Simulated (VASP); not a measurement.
Write the native input for VASP 6.6.1 that does the following.

```
Task                   : single point
Functional             : PBE
Potentials or basis    : VASP PAW PBE potentials, release 64 (Ti_sv)
Cutoff                 : 520 eV
k mesh                 : 22 × 22 × 22
Occupations            : gaussian, width 0.15 eV
Spin                   : collinear spin
Starting moments       : [0.7] μB
Fixed moment           : 0.7 μB
Dipole correction      : no
Further INCAR settings : ALGO = Normal; EDIFF = 1e-06; NBANDS = 16
```

The structure of Ti lies in POSCAR:

```
Ti
1.0
   -1.5773836419      1.5773836419      1.5773836419
    1.5773836419     -1.5773836419      1.5773836419
    1.5773836419      1.5773836419     -1.5773836419
Ti
1
Direct
    0.0000000000      0.0000000000      0.0000000000
```

This isn't the form of Ti at room conditions, which is hcp.

These files were run (other wordings do the same):

INCAR

```
  PREC = Accurate
  ENCUT = 520
  EDIFF = 1E-6
  ISMEAR = 0
  SIGMA = 0.15
  LREAL = F
  LASPH = T
  NELM = 150
  ALGO = Normal
  ISIF = 2
  LWAVE = F
  LCHARG = F
  ISPIN = 2
  MAGMOM = 0.7
  LORBIT = 11
  NUPDOWN = 0.7
  LMAXMIX = 4
  GGA = PE
  NBANDS = 16
```

KPOINTS

```
regular mesh
0
Gamma
  22 22 22
```

Potentials or basis: VASP PAW PBE potentials, release 64 (Ti_sv).

Run with:

```bash
$ cat potpaw_PBE.64/Ti_sv/POTCAR > POTCAR
$ mpirun -np 1 vasp_std > vasp.out
```

Results of the run:

The pressure is 13.0 GPa and the net moment is 0.70 μB per cell. The site moments are Ti +0.50 μB. The valence electrons inside the program's atomic spheres are Ti 10.39.

Caveat: the cell stands under pressure; the total moment is fixed, so each spin has its own Fermi level.

Run time: 76 s on 1 thread of AMD EPYC 9R45 96-Core Processor (Zen 5) (shared host), peak memory 0.19 GiB.
